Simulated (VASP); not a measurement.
# Ir (Fm-3m) in VASP: notebook

Aim: see how the results for Ir move with the level of theory and the settings. Levels: LDA, PBE. Tasks: single point.

Program: VASP 6.6.1. These are calculated values, not measurements. Logs are shortened: lines on timing, memory, paths and dates and some standing lists are left out, and cuts for length are marked.

**1. The cell of the first run**

It takes space group Fm-3m (No. 225, cubic). Conventional cell: a = 3.839 Å, b = 3.839 Å, c = 3.839 Å, α = 90.00°, β = 90.00°, γ = 90.00°. Within 3.6 Å of Ir (site symmetry m-3m) lie 12 Ir at 2.71 Å.

**2. Single point, LDA**

The input, INCAR:

```
ALGO = Normal
EDIFF = 1E-6
ENCUT = 520
GGA = CA
ISIF = 2
ISMEAR = -1
LASPH = True
LCHARG = True
LELF = True
LREAL = False
LVHAR = True
LWAVE = False
NBANDS = 10
NELM = 60
PREC = Accurate
SIGMA = 0.05
```

The input, KPOINTS:

```
k-points
0
Gamma
  18 18 18
```

The input, POSCAR:

```
Ir
1.0
    0.0000000000      1.9197000000      1.9197000000
    1.9197000000      0.0000000000      1.9197000000
    1.9197000000      1.9197000000      0.0000000000
Ir
1
Direct
    0.0000000000      0.0000000000      0.0000000000
```

Potentials or basis: VASP PAW LDA potentials, release 64 (Ir).

Launch:

```bash
$ cat potpaw_LDA.64/Ir/POTCAR > POTCAR
$ mpirun -np 1 vasp_std > vasp.out
```

OUTCAR:

```text
EDIFF = 1E-6
   ENCUT = 520
   GGA = CA
   ISIF = 2
   ISMEAR = -1
   LASPH = True
   LREAL = False
   NELM = 60
   PREC = Accurate

 ion  position               nearest neighbor table
   1  0.000  0.000  0.000-

  LATTYP: Found a face centered cubic cell.
 ALAT       =     3.8394000000

  Lattice vectors:

 A1 = (   0.0000000000,   1.9197000000,   1.9197000000)
 A2 = (   1.9197000000,   0.0000000000,   1.9197000000)
 A3 = (   1.9197000000,   1.9197000000,   0.0000000000)

Analysis of symmetry for initial positions (statically):
=====================================================================
 Subroutine PRICEL returns:
 Original cell was already a primitive cell.

 Routine SETGRP: Setting up the symmetry group for a
 face centered cubic supercell.

 Subroutine GETGRP returns: Found 48 space group operations
 (whereof 48 operations were pure point group operations)
 out of a pool of 48 trial point group operations.

The static configuration has the point symmetry O_h .

Analysis of symmetry for dynamics (positions and initial velocities):
=====================================================================
 Subroutine PRICEL returns:
 Original cell was already a primitive cell.

 Routine SETGRP: Setting up the symmetry group for a
 face centered cubic supercell.

 Subroutine GETGRP returns: Found 48 space group operations
 (whereof 48 operations were pure point group operations)
 out of a pool of 48 trial point group operations.

The dynamic configuration has the point symmetry O_h .

 Subroutine INISYM returns: Found 48 space group operations
 (whereof 48 operations are pure point group operations),
 and found     1 'primitive' translations

----------------------------------------------------------------------------------------

                                     Primitive cell

  volume of cell :      14.1491

  direct lattice vectors                    reciprocal lattice vectors
     0.000000000  1.919700000  1.919700000    -0.260457363  0.260457363  0.260457363
     1.919700000  0.000000000  1.919700000     0.260457363 -0.260457363  0.260457363
     1.919700000  1.919700000  0.000000000     0.260457363  0.260457363 -0.260457363

  length of vectors
     2.714865776  2.714865776  2.714865776     0.451125386  0.451125386  0.451125386

  position of ions in fractional coordinates (direct lattice)
     0.000000000  0.000000000  0.000000000

[... 77 lines left out ...]
   EDIFFG = 0.1E-04   stopping-criterion for IOM
   NSW    =      0    number of steps for IOM
   IBRION =     -1    ionic relax: 0-MD 1-quasi-New 2-CG
   NFREE  =      0    steps in history (QN), initial steepest desc. (CG)
   ISIF   =      2    stress and relaxation
   ISYM   =      2    0-nonsym 1-usesym 2-fastsym
   POTIM  = 0.5000    time-step for ionic-motion
   TEBEG  =    0.0;   TEEND  =   0.0 temperature during run
   PSTRESS=    0.0 pullay stress
   NELECT =       9.0000    total number of electrons
   NUPDOWN=      -1.0000    fix difference up-down
   EMIN   =  10.00;   EMAX   =-10.00  energy-range for DOS
   EFERMI =   0.00;   METHOD = LEGACY
   ISMEAR =    -1;   SIGMA  =   0.05  broadening in eV -4-tet -1-fermi 0-gaus
   EFERMI_NEDOS =   21; number of points for ismear=-14 and -15
   IALGO  =     38    algorithm
   IMIX   =      4    mixing-type and parameters
     AMIX     =   0.40;   BMIX     =  1.00
     AMIX_MAG =   1.60;   BMIX_MAG =  1.00
  volume/ion in A,a.u.               =      14.15        95.48
  Fermi-wavevector in a.u.,A,eV,Ry     =   1.407923  2.660589 26.970118  1.982248
  Thomas-Fermi vector in A             =   2.530133
   LORBIT       =      0    0 simple, 1 ext, 2 COOP (PROOUT), +10 PAW based schemes
   GGA     = CA    functional components
   LHFCALC =     F    Hartree Fock is set to
   AEXX    =    0.0000 exact exchange contribution
   IVDW    =     0    specifies the selected vdW correction
   LEPSILON=     F    determine dielectric tensor
   LRPA    =     F    only Hartree local field effects (RPA)
 non-spin polarized calculation
  energy-cutoff  :      520.00
  volume of cell :       14.15
 maximum number of plane-waves:       392
   NGX =  9   NGY =  9   NGZ =  9

 number of electron       9.0000000 magnetization

 Free energy of the ion-electron system (eV)
  ---------------------------------------------------
  ext. energy  EPLUGINS =         0.00000000
  ---------------------------------------------------
  free energy    TOTEN  =       -10.32662018 eV

  energy without entropy =      -10.31844014  energy(sigma->0) =      -10.32253016

 E-fermi :  10.3346     XC(G=0): -14.1387

 val. band max:       10.3324732689   @ k =   0.5000   0.2222   0.1111
 cond. band min:      10.3500738605   @ k =   0.3333   0.1111   0.0556
 fundamental gap:      0.0176005915
 Fermi energy:        10.3346127907

 k-point     1 :       0.0000    0.0000    0.0000
  band No.  band energies     occupation
      1      -0.7972      2.00000
      2       6.3910      2.00000
      3       6.3910      2.00000
      4       6.3910      2.00000
      5       9.1175      2.00000
      6       9.1175      2.00000
      7      24.6529      0.00000
      8      30.1901      0.00000
      9      30.1901      0.00000
     10      30.1901      0.00000
[... 287 lines left out ...]
 k-point    24 :      -0.2222    0.0556    0.0000
  band No.  band energies     occupation
      1       1.4148      2.00000
      2       5.7393      2.00000
      3       6.8582      2.00000
      4       6.9479      2.00000
      5       8.8195      2.00000
      6       9.6833      2.00000
      7      24.4885      0.00000
      8      27.3013      0.00000
      9      32.3586      0.00000
     10      33.5862      0.00000

 [... further k-points ...]

------------------------ aborting loop because EDIFF is reached ----------------------------------------

  FORCE on cell =-STRESS in cart. coord.  units (eV):
  Direction    XX          YY          ZZ          XY          YZ          ZX
  --------------------------------------------------------------------------------------
  -------------------------------------------------------------------------------------
  Total       -0.5448992     -0.5448992     -0.5448992     -0.0000000     -0.0000000     -0.0000000
  in kB      -61.7016300    -61.7016300    -61.7016300     -0.0000000     -0.0000000     -0.0000000
  external PRESSURE =     -61.7016300 kB  Pullay stress =       0.0000000 kB

 VOLUME and BASIS-vectors are now :
 -----------------------------------------------------------------------------
  energy-cutoff  :      520.00
  volume of cell :       14.15
      direct lattice vectors                 reciprocal lattice vectors
     0.000000000  1.919700000  1.919700000    -0.260457363  0.260457363  0.260457363
     1.919700000  0.000000000  1.919700000     0.260457363 -0.260457363  0.260457363
     1.919700000  1.919700000  0.000000000     0.260457363  0.260457363 -0.260457363

 POSITION                                       TOTAL-FORCE (eV/Angst)
 -----------------------------------------------------------------------------------
      0.00000      0.00000      0.00000         0.000000      0.000000      0.000000
 -----------------------------------------------------------------------------------
    total drift:                               -0.000000     -0.000000     -0.000000

  FREE ENERGIE OF THE ION-ELECTRON SYSTEM (eV)
  ---------------------------------------------------
  free  energy   TOTEN  =       -10.3266201765 eV

  energy  without entropy=      -10.3184401410  energy(sigma->0) =      -10.32253016
```

stdout:

```text
POSCAR found type information on POSCAR Ir
 POSCAR found :  1 types and       1 ions
 scaLAPACK will be used
 LDA part: xc-table for (Slater(with rela. corr.)+CA(PZ))
 , standard interpolation
 POSCAR, INCAR and KPOINTS ok, starting setup
 FFT: planning ... GRIDC
 FFT: planning ... GRID_SOFT
 FFT: planning ... GRID
 WAVECAR not read
 entering main loop
```

Run time: 46 s. Hardware: 1 thread of AMD EPYC 7R13, shared host; peak memory 0.11 GiB.

Results:

```
Free energy : -10.3266 eV
Pressure    : -6.2 GPa
```

Levels at points of the mesh, in eV from the Fermi level:
```tsv
k point	band 1	band 2	band 3	band 4	band 5	band 6	band 7	band 8
(0.00, 0.00, 0.00)	-11.13	-3.94	-3.94	-3.94	-1.22	-1.22	14.32	19.86
(0.50, 0.00, 0.00)	-8.14	-4.03	-4.03	-0.74	0.87	0.87	7.23	13.86
(0.50, 0.50, 0.00)	-7.94	-7.39	0.86	1.44	1.44	1.71	10.49	11.67
```

Caveat: spin-orbit coupling is left out, which moves the levels of the heavy elements.

**3. Single point, PBE, non-collinear spin, zero start, spin-orbit coupling**

The input, INCAR:

```
SYSTEM = Ir
  PREC = Accurate
  ENCUT = 520
  EDIFF = 1E-7
  ISMEAR = -1
  SIGMA = 0.05
  LREAL = .FALSE.
  LASPH = .TRUE.
  NELM = 150
  ALGO = Normal
  ISIF = 2
  LWAVE = .FALSE.
  LCHARG = .FALSE.
  LNONCOLLINEAR = .TRUE.
  MAGMOM = 0 0 0
  LORBIT = 11
  LSORBIT = .TRUE.
  GGA_COMPAT = .FALSE.
  LORBMOM = .TRUE.
  LMAXMIX = 4
  GGA = PE
  NBANDS = 20
```

The input, KPOINTS:

```
regular mesh
0
G
  18 18 18
  0 0 0
```

POSCAR is that of step 2.

Potentials or basis: VASP PAW PBE potentials, release 64 (Ir).

Launch:

```bash
$ cat potpaw_PBE.64/Ir/POTCAR > POTCAR
$ mpirun -np 1 vasp_ncl > vasp.out
```

It took 3.1 min on 1 thread of AMD EPYC 7R13, shared host; peak memory 0.19 GiB.

Results (log left out):

* Free energy: -9.2286 eV
* Pressure: 10.7 GPa
* Net moment: 0.00 μB per cell
* Valence electrons inside the program's atomic spheres: Ir 8.40

Moments on the atoms (μB; x, y, z):
```
Ir  0.00 0.00 0.00
```

**4. Single point, PBE**

The input, INCAR:

```
  PREC = Accurate
  ENCUT = 520
  EDIFF = 1E-6
  ISMEAR = -1
  SIGMA = 0.01
  LREAL = F
  LASPH = T
  NELM = 80
  ALGO = Normal
  ISIF = 2
  LWAVE = F
  LCHARG = F
  GGA = PE
  NBANDS = 10
```

The input, KPOINTS:

```
Automatic mesh
0
Gamma
  18 18 18
```

POSCAR is that of step 3.

Launch:

```bash
$ cat potpaw_PBE.64/Ir/POTCAR > POTCAR
$ mpirun -np 1 vasp_std > vasp.out
```

It took 25 s on 1 thread of Intel Xeon 8259CL, shared host; peak memory 0.15 GiB.

It converged, with:

| Item | Value |
| --- | --- |
| Free energy | -8.8404 eV |
| Pressure | 9.5 GPa |

Levels at points of the mesh, in eV from the Fermi level:
```tsv
k point	band 1	band 2	band 3	band 4	band 5	band 6	band 7	band 8
(0.00, 0.00, 0.00)	-11.15	-3.92	-3.92	-3.92	-1.23	-1.23	14.29	19.88
(0.50, 0.00, 0.00)	-8.13	-4.02	-4.02	-0.80	0.86	0.86	7.23	13.83
(0.50, 0.50, 0.00)	-7.95	-7.37	0.83	1.44	1.44	1.66	10.48	11.67
```

Caveat: spin-orbit coupling is left out, which moves the levels of the heavy elements.

**5. Single point, PBE**

The input, INCAR:

```
SYSTEM = Ir
PREC = Accurate ; ENCUT = 520
EDIFF = 1E-6 ; ISMEAR = 0
SIGMA = 0.2 ; LREAL = .False.
LASPH = .True. ; NELM = 60
ALGO = Normal ; ISIF = 2
LWAVE = .False. ; LCHARG = .False.
GGA = PE ; NBANDS = 10
```

The input, KPOINTS:

```
Automatic mesh
0
Gamma
  18 18 18
  0 0 0
```

POSCAR is that of step 4.

Potentials or basis: VASP PAW PBE potentials, release 64 (Ir).

Launch:

```bash
$ cat potpaw_PBE.64/Ir/POTCAR > POTCAR
$ mpirun -np 1 vasp_std > vasp.out
```

OUTCAR:

```text
SYSTEM = Ir
   PREC = Accurate
   ENCUT = 520
   EDIFF = 1E-6
   ISMEAR = 0
   LREAL = .False.
   LASPH = .True.
   NELM = 60
   ISIF = 2
   GGA = PE

 ion  position               nearest neighbor table
   1  0.000  0.000  0.000-

  LATTYP: Found a face centered cubic cell.
 ALAT       =     3.8394000000

  Lattice vectors:

 A1 = (   0.0000000000,   1.9197000000,   1.9197000000)
 A2 = (   1.9197000000,   0.0000000000,   1.9197000000)
 A3 = (   1.9197000000,   1.9197000000,   0.0000000000)

Analysis of symmetry for initial positions (statically):
=====================================================================
 Subroutine PRICEL returns:
 Original cell was already a primitive cell.

 Routine SETGRP: Setting up the symmetry group for a
 face centered cubic supercell.

 Subroutine GETGRP returns: Found 48 space group operations
 (whereof 48 operations were pure point group operations)
 out of a pool of 48 trial point group operations.

The static configuration has the point symmetry O_h .

Analysis of symmetry for dynamics (positions and initial velocities):
=====================================================================
 Subroutine PRICEL returns:
 Original cell was already a primitive cell.

 Routine SETGRP: Setting up the symmetry group for a
 face centered cubic supercell.

 Subroutine GETGRP returns: Found 48 space group operations
 (whereof 48 operations were pure point group operations)
 out of a pool of 48 trial point group operations.

The dynamic configuration has the point symmetry O_h .

 Subroutine INISYM returns: Found 48 space group operations
 (whereof 48 operations are pure point group operations),
 and found     1 'primitive' translations

----------------------------------------------------------------------------------------

                                     Primitive cell

[... 111 lines left out ...]
  Thomas-Fermi vector in A             =   2.530133
   LORBIT       =      0    0 simple, 1 ext, 2 COOP (PROOUT), +10 PAW based schemes
   GGA     = PE    functional components
   LHFCALC =     F    Hartree Fock is set to
   AEXX    =    0.0000 exact exchange contribution
   IVDW    =     0    specifies the selected vdW correction
   LEPSILON=     F    determine dielectric tensor
   LRPA    =     F    only Hartree local field effects (RPA)
 non-spin polarized calculation
 Gauss-broadening in eV      SIGMA  =   0.20
  energy-cutoff  :      520.00
  volume of cell :       14.15
 maximum number of plane-waves:       392
   NGX =  9   NGY =  9   NGZ =  9

 number of electron       9.0000000 magnetization

 Free energy of the ion-electron system (eV)
  ---------------------------------------------------
  ext. energy  EPLUGINS =         0.00000000
  ---------------------------------------------------
  free energy    TOTEN  =        -8.85022550 eV

  energy without entropy =       -8.83154624  energy(sigma->0) =       -8.84088587

 E-fermi :  10.4206     XC(G=0): -13.9872

 val. band max:       10.4201130983   @ k =  -0.3333   0.3333   0.0000
 cond. band min:      10.4355762985   @ k =   0.5000   0.2222   0.1111
 fundamental gap:      0.0154632002
 Fermi energy:        10.4205839525

 k-point     1 :       0.0000    0.0000    0.0000
  band No.  band energies     occupation
      1      -0.7141      2.00000
      2       6.5201      2.00000
      3       6.5201      2.00000
      4       6.5201      2.00000
      5       9.2087      2.00000
      6       9.2087      2.00000
      7      24.7293      0.00000
      8      30.3152      0.00000
      9      30.3152      0.00000
     10      30.3152      0.00000
[... 287 lines left out ...]
 k-point    24 :      -0.2222    0.0556    0.0000
  band No.  band energies     occupation
      1       1.5006      2.00000
      2       5.8543      2.00000
      3       6.9758      2.00000
      4       7.0678      2.00000
      5       8.9200      2.00000
      6       9.7802      1.99999
      7      24.5721      0.00000
      8      27.3620      0.00000
      9      32.4663      0.00000
     10      33.6950      0.00000

 [... further k-points ...]

------------------------ aborting loop because EDIFF is reached ----------------------------------------

  FORCE on cell =-STRESS in cart. coord.  units (eV):
  Direction    XX          YY          ZZ          XY          YZ          ZX
  --------------------------------------------------------------------------------------
  -------------------------------------------------------------------------------------
  Total        0.8594201      0.8594201      0.8594201      0.0000000      0.0000000      0.0000000
  in kB       97.3163872     97.3163872     97.3163872      0.0000000      0.0000000      0.0000000
  external PRESSURE =      97.3163872 kB  Pullay stress =       0.0000000 kB

 VOLUME and BASIS-vectors are now :
 -----------------------------------------------------------------------------
  energy-cutoff  :      520.00
  volume of cell :       14.15
      direct lattice vectors                 reciprocal lattice vectors
     0.000000000  1.919700000  1.919700000    -0.260457363  0.260457363  0.260457363
     1.919700000  0.000000000  1.919700000     0.260457363 -0.260457363  0.260457363
     1.919700000  1.919700000  0.000000000     0.260457363  0.260457363 -0.260457363

 POSITION                                       TOTAL-FORCE (eV/Angst)
 -----------------------------------------------------------------------------------
      0.00000      0.00000      0.00000         0.000000      0.000000     -0.000000
 -----------------------------------------------------------------------------------
    total drift:                                0.000000      0.000000     -0.000000

  FREE ENERGIE OF THE ION-ELECTRON SYSTEM (eV)
  ---------------------------------------------------
  free  energy   TOTEN  =        -8.8502255035 eV

  energy  without entropy=       -8.8315462409  energy(sigma->0) =       -8.84088587
```

OSZICAR:

```text
N       E                     dE             d eps       ncg     rms          rms(c)
DAV:   1     0.473770880973E+02    0.47377E+02   -0.43559E+03  3948   0.820E+02
DAV:   2    -0.851575929654E+01   -0.55893E+02   -0.52879E+02  3964   0.196E+02
DAV:   3    -0.939480891538E+01   -0.87905E+00   -0.87540E+00  4630   0.298E+01
DAV:   4    -0.940300546793E+01   -0.81966E-02   -0.81950E-02  4422   0.266E+00
DAV:   5    -0.940316761815E+01   -0.16215E-03   -0.16215E-03  4520   0.352E-01    0.153E+01
DAV:   6    -0.894297629183E+01    0.46019E+00   -0.79499E-01  4364   0.110E+01    0.629E+00
DAV:   7    -0.885635056846E+01    0.86626E-01   -0.26048E-01  4654   0.578E+00    0.148E+00
DAV:   8    -0.885275476324E+01    0.35958E-02   -0.22010E-03  4262   0.512E-01    0.917E-01
DAV:   9    -0.885021882753E+01    0.25359E-02   -0.17120E-03  4434   0.577E-01    0.135E-02
DAV:  10    -0.885022489629E+01   -0.60688E-05   -0.96612E-06  5334   0.281E-02    0.223E-02
DAV:  11    -0.885022550349E+01   -0.60720E-06   -0.64088E-07  2734   0.949E-03
   1 F= -.88502255E+01 E0= -.88408859E+01  d E =-.186793E-01
```

Wall time 33 s (1 thread of Intel Xeon 8259CL, shared host); peak memory 0.15 GiB.

What came out:

```
Free energy : -8.8502 eV
Pressure    : 9.7 GPa
```

Caveat: spin-orbit coupling is left out, which moves the levels of the heavy elements.

**6. Single point, PBE**

The input, INCAR:

```
ALGO = Normal ; EDIFF = 1E-6
ENCUT = 500 ; GGA = PE
GGA_COMPAT = False ; ISIF = 2
ISMEAR = 1 ; LASPH = True
LCHARG = False ; LREAL = False
LWAVE = False ; NBANDS = 10
NELM = 120 ; PREC = Accurate
SIGMA = 0.15
```

The input, KPOINTS:

```
k-points
0
Gamma
  18 18 18
```

POSCAR is that of step 5.

Potentials or basis: VASP PAW PBE potentials, release 64 (Ir).

Launch:

```bash
$ cat potpaw_PBE.64/Ir/POTCAR > POTCAR
$ mpirun -np 1 vasp_std > vasp.out
```

Run time: 31 s. Hardware: 1 thread of Intel Xeon 8259CL, shared host; peak memory 0.15 GiB.

The run converged. Its results:

```
Free energy : -8.8402 eV
Pressure    : 9.5 GPa
```

Levels at points of the mesh, in eV from the Fermi level:
| k point | band 1 | band 2 | band 3 | band 4 | band 5 | band 6 | band 7 | band 8 | band 9 |
| --- | --- | --- | --- | --- | --- | --- | --- | --- | --- |
| (0.00, 0.00, 0.00) | -11.16 | -3.93 | -3.93 | -3.93 | -1.24 | -1.24 | 14.28 | 19.87 | 19.87 |
| (0.50, 0.00, 0.00) | -8.14 | -4.03 | -4.03 | -0.80 | 0.86 | 0.86 | 7.22 | 13.83 | 19.75 |
| (0.50, 0.50, 0.00) | -7.95 | -7.38 | 0.82 | 1.43 | 1.43 | 1.66 | 10.47 | 11.67 | 11.67 |

Caveat: spin-orbit coupling is left out, which moves the levels of the heavy elements.

**7. Overview**

```tsv
level	potentials or basis	spin	cutoff (eV)	smearing	gap on the mesh (eV)	pressure (GPa)
LDA	VASP PAW LDA potentials, release 64 (Ir)	off	520	fermi-dirac 0.05 eV	none	-6.2
PBE	VASP PAW PBE potentials, release 64 (Ir)	non-collinear, zero start, SOC	520	fermi-dirac 0.05 eV	-	10.7
PBE	VASP PAW PBE potentials, release 64 (Ir)	off	520	fermi-dirac 0.01 eV	none	9.5
PBE	VASP PAW PBE potentials, release 64 (Ir)	off	520	gaussian 0.2 eV	none	9.7
PBE	VASP PAW PBE potentials, release 64 (Ir)	off	500	methfessel-paxton 0.15 eV	none	9.5
```

Alike in all rows: task single point; cell as given; k mesh 18 × 18 × 18.

Caveats: spin-orbit coupling is left out, which moves the levels of the heavy elements (some runs).

Total energies depend on the potentials used, so only differences within one code and one set of settings carry meaning.
